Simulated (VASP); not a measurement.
Here is a VASP 6.6.1 calculation.

Contents of INCAR:

```
SYSTEM = F
ALGO = Normal
EDIFF = 1E-6
ENCUT = 520
GGA = PS
ISIF = 2
ISMEAR = 0
LASPH = .TRUE.
LCHARG = .FALSE.
LREAL = .FALSE.
LWAVE = .FALSE.
NBANDS = 22
NELM = 60
PREC = Accurate
SIGMA = 0.05
```

The input KPOINTS:

```
k-points
0
G
  4 4 2
  0 0 0
```

POSCAR

```
F
1.0
    3.2015669656     -1.7535978857     -0.2469324638
    3.2015669656      1.7535978857     -0.2469324638
   -2.4332103348      0.0000000000      7.0333986856
F
4
Direct
    0.0848459664      0.0848459664      0.0940038325
    0.9151540336      0.9151540336      0.9059961675
    0.5015719855      0.5015719855      0.5937195244
    0.4984280145      0.4984280145      0.4062804756
```

Potentials or basis: VASP PAW PBE potentials, release 64 (F).

Launch:

```bash
$ cat potpaw_PBE.64/F/POTCAR > POTCAR
$ mpirun -np 1 vasp_std > vasp.out
```

(1) What does it give for the pressure?

(2) Predict the largest force.

(3) What does it give for the band gap on the k mesh?

## Answers

(1) 1.4 GPa.

(2) 0.952 eV/Å.

(3) 3.18 eV, indirect (least direct gap 3.28 eV).

Caveat: the k points lie up to 0.52 Å⁻¹ apart; the PAW data sets were made with another functional, which shifts forces and pressure a little.
